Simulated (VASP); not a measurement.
# SiNi (Pmmn) in VASP: notebook

Runs on SiNi. Level: PBE. Tasks: single point.

Everything below comes from runs of VASP 6.6.1. Logs are shortened: lines on timing, memory, paths and dates and some standing lists are left out, and cuts for length are marked.

### 1 The cell of the first run

Symmetry: Pmmn, No. 59, orthorhombic system. The conventional cell has a = 3.055 Å, b = 3.258 Å, c = 13.828 Å, α = 90.00°, β = 90.00°, γ = 90.00°. Within 2.7 Å of Si (site symmetry mm2) lie 6 Ni at 2.06 to 2.40 Å and 4 Si at 2.68 Å. Within 3.1 Å of Si (site symmetry mm2) lie 6 Ni at 2.35 to 2.40 Å and 6 Si at 2.68 to 3.06 Å. Si (site symmetry mm2) has 6 Ni at 2.35 to 2.40 Å and 6 Si at 2.68 to 3.06 Å within 3.1 Å. Ni (site symmetry mm2) has 6 Si at 2.06 to 2.40 Å and 4 Ni at 2.53 Å within 2.7 Å. Ni (site symmetry mm2) has 6 Si at 2.35 to 2.40 Å and 6 Ni at 2.68 to 3.06 Å within 3.1 Å. Within 3.1 Å of Ni (site symmetry mm2) lie 6 Si at 2.35 to 2.40 Å and 6 Ni at 2.68 to 3.06 Å.

### 2 Single point, PBE (the distance across one plane changed)

INCAR

```
SYSTEM = SiNi
PREC = Accurate
ENCUT = 520
EDIFF = 1E-6
ISMEAR = 0
SIGMA = 0.15
LREAL = .FALSE.
LASPH = .TRUE.
NELM = 60
ALGO = Fast
ISIF = 2
LWAVE = .FALSE.
LCHARG = .FALSE.
GGA = PE
NBANDS = 54
```

KPOINTS

```
regular mesh
0
G
  15 14 4
  0 0 0
```

POSCAR

```
SiNi
1.0
   -3.0552835563      0.0000000000      0.0000000000
    0.0000000000     -3.2583147307      0.0000000000
    0.0000000000      0.0000000000     13.8281698886
Si Ni
6 6
Direct
    0.5000000000      0.5000000000      0.1168930352
    0.5000000000      0.5000000000      0.4574579835
    0.5000000000      0.5000000000      0.7980229318
    0.0000000000      0.0000000000      0.9048358661
    0.0000000000      0.0000000000      0.2237059695
    0.0000000000      0.0000000000      0.5642709178
    0.5000000000      0.5000000000      0.9680068173
    0.5000000000      0.5000000000      0.2868769208
    0.5000000000      0.5000000000      0.6274418690
    0.0000000000      0.0000000000      0.0537220840
    0.0000000000      0.0000000000      0.3942870323
    0.0000000000      0.0000000000      0.7348519806
```

Potentials or basis: VASP PAW PBE potentials, release 64 (Si, Ni).

Run with:

```
cat potpaw_PBE.64/Si/POTCAR potpaw_PBE.64/Ni/POTCAR > POTCAR
mpirun -np 1 vasp_std > vasp.out
```

OUTCAR:

```text
SYSTEM = SiNi
   PREC = Accurate
   ENCUT = 520
   EDIFF = 1E-6
   ISMEAR = 0
   LREAL = .FALSE.
   LASPH = .TRUE.
   NELM = 60
   ISIF = 2
   GGA = PE

 ion  position               nearest neighbor table
   1  0.500  0.500  0.117-   7 2.06   8 2.35  10 2.40  10 2.40  10 2.40  10 2.40   5 2.68   5 2.68
                             5 2.68   5 2.68
   2  0.500  0.500  0.457-   9 2.35   8 2.36  11 2.40  11 2.40  11 2.40  11 2.40   6 2.68   6 2.68
                             6 2.68   6 2.68
   3  0.500  0.500  0.798-   7 2.35   9 2.36  12 2.40  12 2.40  12 2.40  12 2.40   4 2.68   4 2.68
                             4 2.68   4 2.68
   4  0.000  0.000  0.905-  10 2.06  12 2.35   7 2.40   7 2.40   7 2.40   7 2.40   3 2.68   3 2.68
                             3 2.68   3 2.68
   5  0.000  0.000  0.224-  10 2.35  11 2.36   8 2.40   8 2.40   8 2.40   8 2.40   1 2.68   1 2.68
                             1 2.68   1 2.68
   6  0.000  0.000  0.564-  11 2.35  12 2.36   9 2.40   9 2.40   9 2.40   9 2.40   2 2.68   2 2.68
                             2 2.68   2 2.68
   7  0.500  0.500  0.968-   1 2.06   3 2.35   4 2.40   4 2.40   4 2.40   4 2.40  10 2.53  10 2.53
                            10 2.53  10 2.53
   8  0.500  0.500  0.287-   1 2.35   2 2.36   5 2.40   5 2.40   5 2.40   5 2.40  11 2.68  11 2.68
                            11 2.68  11 2.68
   9  0.500  0.500  0.627-   2 2.35   3 2.36   6 2.40   6 2.40   6 2.40   6 2.40  12 2.68  12 2.68
                            12 2.68  12 2.68
  10  0.000  0.000  0.054-   4 2.06   5 2.35   1 2.40   1 2.40   1 2.40   1 2.40   7 2.53   7 2.53
                             7 2.53   7 2.53
  11  0.000  0.000  0.394-   6 2.35   5 2.36   2 2.40   2 2.40   2 2.40   2 2.40   8 2.68   8 2.68
                             8 2.68   8 2.68
  12  0.000  0.000  0.735-   4 2.35   6 2.36   3 2.40   3 2.40   3 2.40   3 2.40   9 2.68   9 2.68
                             9 2.68   9 2.68

  LATTYP: Found a simple orthorhombic cell.
 ALAT       =     3.0552835563
 B/A-ratio  =     1.0664524816
 C/A-ratio  =     4.5259857666

  Lattice vectors:

 A1 = (  -3.0552835563,   0.0000000000,   0.0000000000)
 A2 = (   0.0000000000,  -3.2583147307,   0.0000000000)
 A3 = (   0.0000000000,   0.0000000000,  13.8281698886)

Analysis of symmetry for initial positions (statically):
=====================================================================
 Subroutine PRICEL returns:
 Original cell was already a primitive cell.

 Routine SETGRP: Setting up the symmetry group for a
 simple orthorhombic supercell.

 Subroutine GETGRP returns: Found  8 space group operations
 (whereof  4 operations were pure point group operations)
 out of a pool of  8 trial point group operations.

The static configuration has the point symmetry C_2v.
 The point group associated with its full space group is D_2h.

Analysis of symmetry for dynamics (positions and initial velocities):
=====================================================================
 Subroutine PRICEL returns:
 Original cell was already a primitive cell.

 Routine SETGRP: Setting up the symmetry group for a
 simple orthorhombic supercell.

 Subroutine GETGRP returns: Found  8 space group operations
 (whereof  4 operations were pure point group operations)
 out of a pool of  8 trial point group operations.

The dynamic configuration has the point symmetry C_2v.
 The point group associated with its full space group is D_2h.

 Subroutine INISYM returns: Found  8 space group operations
 (whereof  4 operations are pure point group operations),
 and found     1 'primitive' translations

----------------------------------------------------------------------------------------

                                     Primitive cell

  volume of cell :     137.6605

  direct lattice vectors                    reciprocal lattice vectors
    -3.055283556  0.000000000  0.000000000    -0.327301863  0.000000000  0.000000000
     0.000000000 -3.258314731  0.000000000     0.000000000 -0.306907123  0.000000000
     0.000000000  0.000000000 13.828169889     0.000000000  0.000000000  0.072316149

  length of vectors
     3.055283556  3.258314731 13.828169889     0.327301863  0.306907123  0.072316149

  position of ions in fractional coordinates (direct lattice)
     0.500000000  0.500000000  0.116893035
     0.500000000  0.500000000  0.457457983
     0.500000000  0.500000000  0.798022932
     0.000000000  0.000000000  0.904835866
     0.000000000  0.000000000  0.223705970
     0.000000000  0.000000000  0.564270918
     0.500000000  0.500000000  0.968006817
     0.500000000  0.500000000  0.286876921
     0.500000000  0.500000000  0.627441869
     0.000000000  0.000000000  0.053722084
     0.000000000  0.000000000  0.394287032
     0.000000000  0.000000000  0.734851981

  ion indices of the primitive-cell ions
   primitive index   ion index
                 1           1
                 2           2
                 3           3
                 4           4
                 5           5
                 6           6
                 7           7
                 8           8
                 9           9
                10          10
                11          11
                12          12

----------------------------------------------------------------------------------------

 KPOINTS: regular mesh

Automatic generation of k-mesh.
 Grid dimensions read from file:
 generate k-points for:   15   14    4

 Generating k-lattice:

  Cartesian coordinates                     Fractional coordinates (reciprocal lattice)
    -0.021820124  0.000000000  0.000000000     0.066666667  0.000000000  0.000000000
     0.000000000 -0.021921937  0.000000000     0.000000000  0.071428571  0.000000000
     0.000000000  0.000000000  0.018079037     0.000000000  0.000000000  0.250000000

  Length of vectors
     0.021820124  0.021921937  0.018079037

  Shift w.r.t. Gamma in fractional coordinates (k-lattice)
     0.000000000  0.000000000  0.000000000

 Subroutine IBZKPT returns following result:
 ===========================================

 Found    192 irreducible k-points:

 Following reciprocal coordinates:
            Coordinates               Weight
  0.000000  0.000000  0.000000      1.000000
  0.066667  0.000000  0.000000      2.000000
  0.133333  0.000000  0.000000      2.000000
  0.200000  0.000000  0.000000      2.000000
  0.266667  0.000000  0.000000      2.000000
  0.333333  0.000000  0.000000      2.000000
[... 16 lines left out ...]
  0.400000  0.142857  0.000000      4.000000
  0.466667  0.142857  0.000000      4.000000
 [... further k-points ...]
   k-points           NKPTS =    192   k-points in BZ     NKDIM =    192   number of bands    NBANDS=     54
   number of dos      NEDOS =    301   number of ions     NIONS =     12
   total plane-waves  NPLWV =  62208
   dimension x,y,z NGX =    24 NGY =   24 NGZ =  108
   dimension x,y,z NGXF=    48 NGYF=   48 NGZF=  216
   ions per type =               6   6
   NGX,Y,Z   is equivalent  to a cutoff of  13.06, 12.25, 12.98 a.u.
   NGXF,Y,Z  is equivalent  to a cutoff of  26.12, 24.49, 25.97 a.u.
 SYSTEM =  SiNi
   PREC   = accura    normal or accurate (medium, high low for compatibility)
   ISTART =      0    job   : 0-new  1-cont  2-samecut
   ICHARG =      2    charge: 1-file 2-atom 10-const
   ISPIN  =      1    spin polarized calculation?
   LNONCOLLINEAR =      F non collinear calculations
   LSORBIT =      F    spin-orbit coupling
   LASPH  =      T    aspherical Exc in radial PAW
   ENCUT  =  520.0 eV  38.22 Ry    6.18 a.u.   5.68  6.06 25.71*2*pi/ulx,y,z
   NELM   =     60;   NELMIN=  2; NELMDL= -5     # of ELM steps
   EDIFF  = 0.1E-05   stopping-criterion for ELM
   LREAL  =      F    real-space projection
   EDIFFG = 0.1E-04   stopping-criterion for IOM
   NSW    =      0    number of steps for IOM
   IBRION =     -1    ionic relax: 0-MD 1-quasi-New 2-CG
   NFREE  =      0    steps in history (QN), initial steepest desc. (CG)
   ISIF   =      2    stress and relaxation
   ISYM   =      2    0-nonsym 1-usesym 2-fastsym
   POTIM  = 0.5000    time-step for ionic-motion
   TEBEG  =    0.0;   TEEND  =   0.0 temperature during run
   PSTRESS=    0.0 pullay stress
   NELECT =      84.0000    total number of electrons
   NUPDOWN=      -1.0000    fix difference up-down
   EMIN   =  10.00;   EMAX   =-10.00  energy-range for DOS
   EFERMI =   0.00;   METHOD = LEGACY
   ISMEAR =     0;   SIGMA  =   0.15  broadening in eV -4-tet -1-fermi 0-gaus
   EFERMI_NEDOS =   21; number of points for ismear=-14 and -15
   IALGO  =     68    algorithm
   IMIX   =      4    mixing-type and parameters
     AMIX     =   0.40;   BMIX     =  1.00
     AMIX_MAG =   1.60;   BMIX_MAG =  1.00
  volume/ion in A,a.u.               =      11.47        77.41
  Fermi-wavevector in a.u.,A,eV,Ry     =   1.388561  2.623999 26.233401  1.928101
  Thomas-Fermi vector in A             =   2.512675
   LORBIT       =      0    0 simple, 1 ext, 2 COOP (PROOUT), +10 PAW based schemes
   GGA     = PE    functional components
   LHFCALC =     F    Hartree Fock is set to
   AEXX    =    0.0000 exact exchange contribution
   IVDW    =     0    specifies the selected vdW correction
   LEPSILON=     F    determine dielectric tensor
   LRPA    =     F    only Hartree local field effects (RPA)
 non-spin polarized calculation
 RMM-DIIS sequential band-by-band and
 Gauss-broadening in eV      SIGMA  =   0.15
  energy-cutoff  :      520.00
  volume of cell :      137.66
 maximum number of plane-waves:      3740
 NGX is ok and might be reduce to    24
   NGX = 11   NGY = 13   NGZ = 51

 number of electron      84.0000058 magnetization

 Free energy of the ion-electron system (eV)
  ---------------------------------------------------
  ext. energy  EPLUGINS =         0.00000000
  ---------------------------------------------------
  free energy    TOTEN  =       -70.20427716 eV

  energy without entropy =      -70.16599463  energy(sigma->0) =      -70.18513589

 E-fermi :  11.4271     XC(G=0): -12.5204

 val. band max:       11.4236790243   @ k =   0.2667   0.2857   0.5000
 cond. band min:      11.4271881817   @ k =   0.2667   0.1429   0.2500
 fundamental gap:      0.0035091574
 Fermi energy:        11.4271386615

 k-point     1 :       0.0000    0.0000    0.0000
  band No.  band energies     occupation
      1      -2.4610      2.00000
      2      -1.8710      2.00000
      3      -1.7796      2.00000
      4       1.2150      2.00000
      5       1.4871      2.00000
      6       3.3975      2.00000
[... 46 lines left out ...]
     53      16.2073      0.00000
     54      16.2751      0.00000

 k-point     2 :       0.0667    0.0000    0.0000
  band No.  band energies     occupation
      1      -2.3915      2.00000
      2      -1.8032      2.00000
      3      -1.7126      2.00000
      4       1.2828      2.00000
      5       1.5543      2.00000
      6       3.4428      2.00000
[... 46 lines left out ...]
     53      16.9422      0.00000
     54      17.0599      0.00000

 k-point     3 :       0.1333    0.0000    0.0000
  band No.  band energies     occupation
      1      -2.1838      2.00000
      2      -1.6005      2.00000
      3      -1.5121      2.00000
      4       1.4846      2.00000
      5       1.7543      2.00000
      6       3.5707      2.00000
[... 46 lines left out ...]
     53      16.8450      0.00000
     54      17.2980      0.00000
[... 1084 lines left out ...]
 k-point    23 :       0.4000    0.1429    0.0000
  band No.  band energies     occupation
      1       0.2204      2.00000
      2       0.7546      2.00000
      3       0.8174      2.00000
      4       2.8529      2.00000
      5       3.2155      2.00000
      6       3.2573      2.00000
[... 46 lines left out ...]
     53      15.8161      0.00000
     54      15.9408      0.00000

 k-point    24 :       0.4667    0.1429    0.0000
  band No.  band energies     occupation
      1       1.0407      2.00000
      2       1.5612      2.00000
      3       1.6106      2.00000
      4       1.9456      2.00000
      5       2.4428      2.00000
      6       2.4839      2.00000
[... 46 lines left out ...]
     53      15.8823      0.00000
     54      16.0088      0.00000

 [... further k-points ...]

------------------------ aborting loop because EDIFF is reached ----------------------------------------

  FORCE on cell =-STRESS in cart. coord.  units (eV):
  Direction    XX          YY          ZZ          XY          YZ          ZX
  --------------------------------------------------------------------------------------
  -------------------------------------------------------------------------------------
  Total        2.1471622      2.8765889     12.2134713      0.0000000      0.0000000      0.0000000
  in kB       24.9899951     33.4795124    142.1478965      0.0000000      0.0000000      0.0000000
  external PRESSURE =      66.8724680 kB  Pullay stress =       0.0000000 kB

 VOLUME and BASIS-vectors are now :
 -----------------------------------------------------------------------------
  energy-cutoff  :      520.00
  volume of cell :      137.66
      direct lattice vectors                 reciprocal lattice vectors
    -3.055283556  0.000000000  0.000000000    -0.327301863  0.000000000  0.000000000
     0.000000000 -3.258314731  0.000000000     0.000000000 -0.306907123  0.000000000
     0.000000000  0.000000000 13.828169889     0.000000000  0.000000000  0.072316149

 POSITION                                       TOTAL-FORCE (eV/Angst)
 -----------------------------------------------------------------------------------
     -1.52764     -1.62916      1.61642         0.000000      0.000000      2.714367
     -1.52764     -1.62916      6.32581         0.000000      0.000000      0.005336
     -1.52764     -1.62916     11.03520         0.000000      0.000000     -0.160555
      0.00000      0.00000     12.51222         0.000000      0.000000     -2.714367
      0.00000      0.00000      3.09344         0.000000      0.000000      0.160555
      0.00000      0.00000      7.80283         0.000000      0.000000     -0.005336
     -1.52764     -1.62916     13.38576         0.000000      0.000000     -2.530356
     -1.52764     -1.62916      3.96698         0.000000      0.000000     -0.000666
     -1.52764     -1.62916      8.67637         0.000000      0.000000      0.022030
      0.00000      0.00000      0.74288         0.000000      0.000000      2.530356
      0.00000      0.00000      5.45227         0.000000      0.000000     -0.022030
      0.00000      0.00000     10.16166         0.000000      0.000000      0.000666
 -----------------------------------------------------------------------------------
    total drift:                               -0.000000      0.000000     -0.000040

  FREE ENERGIE OF THE ION-ELECTRON SYSTEM (eV)
  ---------------------------------------------------
  free  energy   TOTEN  =       -70.2042771589 eV

  energy  without entropy=      -70.1659946297  energy(sigma->0) =      -70.18513589
```

Wall time 31 min (1 thread of Oxide Virtual Turin-like, shared host); peak memory 0.94 GiB.

What came out:

- Free energy: -70.2043 eV
- Pressure: 6.7 GPa
- Largest force: 2.714 eV/Å
- Band gap on the k mesh: zero (bands 42 and 43 overlap by 1.32 eV)

Forces on the atoms (eV/Å):
```
Si   0.000  0.000  2.714
Si   0.000  0.000  0.005
Si   0.000  0.000 -0.161
Si   0.000  0.000 -2.714
Si   0.000  0.000  0.161
Si   0.000  0.000 -0.005
Ni   0.000  0.000 -2.530
Ni   0.000  0.000 -0.001
Ni   0.000  0.000  0.022
Ni   0.000  0.000  2.530
Ni   0.000  0.000 -0.022
Ni   0.000  0.000  0.001
```

Stress tensor (GPa, compression positive):
```
 2.50  0.00  0.00
 0.00  3.35  0.00
 0.00  0.00 14.21
```

Caveat: the cell differs from its parent crystal (the distance across one plane changed); the cell stands under pressure; forces of over 1 eV/Å act on the atoms, so gaps and moduli don't describe the material at rest.

(Part 1 of 2 ends here.)
